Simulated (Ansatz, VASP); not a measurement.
# Al in VASP and in Ansatz

```
CELL_PARAMETERS angstrom
0.00000 2.00738 2.00738
2.00738 0.00000 2.00738
2.00738 2.00738 0.00000
ATOMIC_POSITIONS crystal
Al 0.00000 0.00000 0.00000
```

Alike in both runs: functional PBEsol; k mesh 18 × 18 × 18; occupations gaussian, width 0.1 eV; no spin polarisation.

Ansatz relaxed the structure, and its values are those at the end. VASP's run is a single point on that final structure, the one shown.

```csv
,VASP,Ansatz
version,VASP 6.6.1,Ansatz 0.2.0
potentials or method,"VASP PAW PBE potentials, release 64 (Al), cutoff 500 eV","scalar-relativistic, plane waves, PAW"
valence electrons in the cell,3,3
```

|  | VASP | Ansatz | Ansatz less VASP |
| --- | --- | --- | --- |
| gap on the k mesh at the Fermi level (eV) | none | none | - |
| pressure (GPa) | 0.1 | 0.0 | -0.08 |

VASP's potentials were made for PBE, not for PBEsol, and Ansatz warns of the same on its side. A gap of «none» marks a metal or a gap that the smearing closes. The functional is the same, so the differences come from potentials, cutoffs and numerics.
